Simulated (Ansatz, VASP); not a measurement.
Al2O3: VASP beside Ansatz

```
CELL_PARAMETERS angstrom
2.96265 0.00000 0.00000
-1.48132 2.56573 0.00000
0.00000 0.00000 7.35487
ATOMIC_POSITIONS crystal
Al 0.00000 0.00000 0.27446
Al 0.00000 0.00000 0.72554
O 0.33333 0.66667 0.19529
O 0.66667 0.33333 0.80471
O 0.00000 0.00000 0.50000
```

Alike in both runs: task single point; functional LDA; k mesh 12 × 12 × 4; occupations gaussian, width 0.05 eV; no spin polarisation.

|  | VASP | Ansatz |
| --- | --- | --- |
| version | VASP 6.6.1 | Ansatz 0.2.0 |
| potentials or method | VASP PAW LDA potentials, release 64 (Al, O), cutoff 600 eV | scalar-relativistic, plane waves, PAW |
| valence electrons in the cell | 24 | 24 |

|  | VASP | Ansatz | Ansatz less VASP |
| --- | --- | --- | --- |
| gap on the k mesh at the Fermi level (eV) | 2.49 | 2.50 | +0.006 |
| least direct gap on the mesh (eV) | 2.49 | 2.50 | +0.006 |
| pressure (GPa) | 0.7 | 0.0 | -0.76 |
| traceless stress, the component that is largest in VASP (GPa) | 0.60 | 0.00 | -0.593 |
| rms of the force components (eV/Å) | 0.052 | 0.001 | -0.0508 |

LDA's correlation is that of Perdew and Zunger in VASP and of Perdew and Wang (1992) in Ansatz. Atom by atom the forces differ by 0.051 eV/Å (rms over components).
